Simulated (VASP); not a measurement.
Crystal: TaAl.

```
Al Ta
1.0
     3.25500    0.00000    0.00000
     0.00000    3.25500    0.00000
     0.00000    0.00000    3.25500
Al Ta
1 1
Direct
  0.00000 0.00000 0.00000
  0.50000 0.50000 0.50000
```

- Program: VASP 6.6.1
- Task: relaxation of cell and atoms
- Functional: LDA
- Potentials or basis: VASP PAW LDA potentials, release 64 (Al, Ta_pv)
- Cutoff: 500 eV
- k mesh: 13 × 13 × 13
- Occupations: methfessel-paxton, width 0.05 eV
- Spin: no spin polarisation

At the start: pressure -11.1 GPa; volume 17.24 Å³/atom.

Task: How do energy, volume and symmetry change on relaxing?

Result: Over 4 steps the energy falls by 47.5 meV/atom and the volume is 15.97 Å³/atom (-7.4 %); space group Pm-3m (No. 221, to 0.1 Å) before and after.

The path:
```
step  energy change (eV)  largest force (eV/Å)  pressure (GPa)  volume (Å³)
   1              0.0000                0.0000          -11.15        34.49
   2              0.0932                0.0000           21.11        28.84
   3             -0.0949                0.0000           -0.35        32.00
   4             -0.0950                0.0000           -0.03        31.94
```

Final structure:
```
Al Ta
1.0
     3.17283    0.00000    0.00000
     0.00000    3.17283    0.00000
     0.00000    0.00000    3.17283
Al Ta
1 1
Direct
  0.00000 0.00000 0.00000
  0.50000 0.50000 0.50000
```
